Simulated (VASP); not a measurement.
Runs of VASP 6.6.1 on La. The structure is that of space group Fd-3m (No. 227), or close to it. The cells are those of the table. 

| task | cell | k mesh | cutoff (eV) | gap on the mesh (eV) | pressure (GPa) |
| --- | --- | --- | --- | --- | --- |
| relaxation of cell and atoms | relaxed from a = 5.228 Å, angles 60.0°, 2 atoms | 8 × 8 × 8 | 600 | none | 0.0 |
| single point | a = 4.564 Å, angles 60.0°, 2 atoms | 9 × 9 × 9 | 520 | none | 7.0 |
| single point | a = 4.886 Å, angles 60.0°, 2 atoms | 9 × 9 × 9 | 520 | none | -2.2 |
| single point | a = 4.825 Å, angles 60.0°, 2 atoms | 9 × 9 × 9 | 520 | none | -1.3 |
| single point | a = 4.946 Å, angles 60.0°, 2 atoms | 9 × 9 × 9 | 520 | none | (a) |
| single point | a = 4.698 Å, angles 60.0°, 2 atoms | 9 × 9 × 9 | 520 | none | (b) |
| single point | a = 4.763 Å, angles 60.0°, 2 atoms | 13 × 13 × 13 | 520 | none | -0.1 |
| single point | a = 4.763 Å, angles 60.0°, 2 atoms | 9 × 9 × 9 | 520 | none | -0.1 |
| single point | a = 4.632 Å, angles 60.0°, 2 atoms | 9 × 9 × 9 | 520 | none | 4.0 |
| single point | a = 4.763 Å, angles 60.0°, 2 atoms | 8 × 8 × 8 | 520 | none | -0.1 |

Alike in all rows: level revPBE; potentials or basis VASP PAW PBE potentials, release 64 (La); no spin polarisation; smearing fermi-dirac 0.1 eV.

Task: Estimate the missing entries.

Result: (a) -2.8; (b) 1.7.

Caveats: the PAW data sets were made with another functional, which shifts forces and pressure a little; spin-orbit coupling is left out, which moves the levels of the heavy elements.

A k mesh can miss the band edges, and the runs leave out spin-orbit coupling on La.

A gap of «none» marks levels without a gap at the run's occupations.
